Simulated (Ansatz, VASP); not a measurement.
## HfC in VASP and in Ansatz

```xyz
2
Lattice="0.0465 2.3483 2.3483 2.3483 0.0465 2.3483 2.3483 2.3483 0.0465" Properties=species:S:1:pos:R:3 pbc="T T T"
Hf    2.3715    2.3715    2.3715
C     0.0000    0.0000    0.0000
```

Change from the starting cell: equal xy, yz and zx shear strains of +2 %, PAW files.

Alike in both runs: task electric field gradients; functional PBE; k mesh 15 × 15 × 15; occupations fermi-dirac, width 0.05 eV; no spin polarisation.

|  | VASP | Ansatz |
| --- | --- | --- |
| version | VASP 6.6.1 | Ansatz 0.2.0 |
| potentials or method | VASP PAW PBE potentials, release 64 (Hf_pv, C) | PAW with Ansatz's default frozen-core files, scalar-relativistic |
| plane-wave cutoff (eV) | 520 | 420 |
| valence electrons in the cell | 14 | 30 |

```csv
,VASP,Ansatz,Ansatz less VASP
pressure (GPa),-0.4,0.3,+0.65
"traceless stress, the component that is largest in VASP (GPa)",-3.47,-3.47,+0.007
size of Vzz on the site where it differs most (V/Å²),3.7,5.4,+1.77
```

With one functional, cell and mesh, what is left measures potentials, basis and numerics. VASP's potentials hold 14 valence electrons a cell and Ansatz's 30, so a difference there can come from the potentials and not from the codes.

Spin-orbit coupling is off throughout.
